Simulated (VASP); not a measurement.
Runs of VASP 6.6.1 on Al3C2. The structure is that of space group P6/mmm (No. 191), or close to it. The cells are those of the table. The cell was generated, and may not be a known phase.

```tsv
task	cell	k mesh	cutoff (eV)	gap on the mesh (eV)	pressure (GPa)	relaxed volume (Å³/atom)
relaxation of cell and atoms	relaxed from a = 5.334, b = 5.334, c = 2.880 Å, angles 90.0, 90.0, 120.0°, 5 atoms	12 × 12 × 14	600	none	0.0	14.14
single point	a = 5.334, b = 5.334, c = 2.880 Å, angles 90.0, 90.0, 120.0°, 5 atoms	6 × 6 × 4	520	none	0.1	-
relaxation of cell and atoms	relaxed from a = 5.334, b = 5.334, c = 2.880 Å, angles 90.0, 90.0, 120.0°, 5 atoms	6 × 6 × 6	600	none	-0.3	(a)
single point	a = 5.334, b = 5.334, c = 2.880 Å, angles 90.0, 90.0, 120.0°, 5 atoms	6 × 6 × 6	520	none	-0.3	-
single point	a = 5.330, b = 5.330, c = 2.875 Å, angles 90.0, 90.0, 120.0°, 5 atoms	12 × 12 × 14	520	none	0.0	-
```

Alike in all rows: level PBE; potentials or basis VASP PAW PBE potentials, release 64 (Al, C); no spin polarisation; smearing gaussian 0.1 eV.

Fill in the values left out.

(a) 14.20.

Caveats: some runs use coarse meshes.

A gap of «none» marks levels without a gap at the run's occupations.
